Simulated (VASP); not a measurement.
A run of VASP 6.6.1 is set up as follows.

File INCAR:

```
PREC = Accurate ; ENCUT = 600
EDIFF = 1E-6 ; ISMEAR = 0
SIGMA = 0.1 ; LREAL = F
LASPH = T ; NELM = 120
ALGO = Normal ; ISIF = 2
LWAVE = F ; LCHARG = F
GGA = PE ; NBANDS = 28
GGA_COMPAT = F
```

KPOINTS

```
Automatic mesh
0
Gamma
  2 2 2
```

The input POSCAR:

```
BeGa3
1.0
   -1.9781956383      1.9781956383      3.6693301755
    1.9781956383     -1.9781956383      3.6693301755
    1.9781956383      1.9781956383     -3.6693301755
Be Ga
1 3
Direct
    0.0000000000      0.0000000000      0.0000000000
    0.7500000000      0.2500000000      0.5000000000
    0.2500000000      0.7500000000      0.5000000000
    0.5000000000      0.5000000000      0.0000000000
```

Potentials or basis: VASP PAW PBE potentials, release 64 (Be, Ga_d).

Command:

```bash
$ cat potpaw_PBE.64/Be/POTCAR potpaw_PBE.64/Ga_d/POTCAR > POTCAR
$ mpirun -np 1 vasp_std > vasp.out
```

What does it give for the pressure?

12.6 GPa.

Estimate the band gap on the k mesh.

zero (an odd number of electrons rules out a gap without spin polarisation).

Stress tensor (GPa, compression positive):
```
 3.72  0.00  0.00
 0.00  3.72  0.00
 0.00  0.00 30.49
```

Caveat: the k points lie up to 0.90 Å⁻¹ apart, too coarse for converged energies and pressures of a metal.
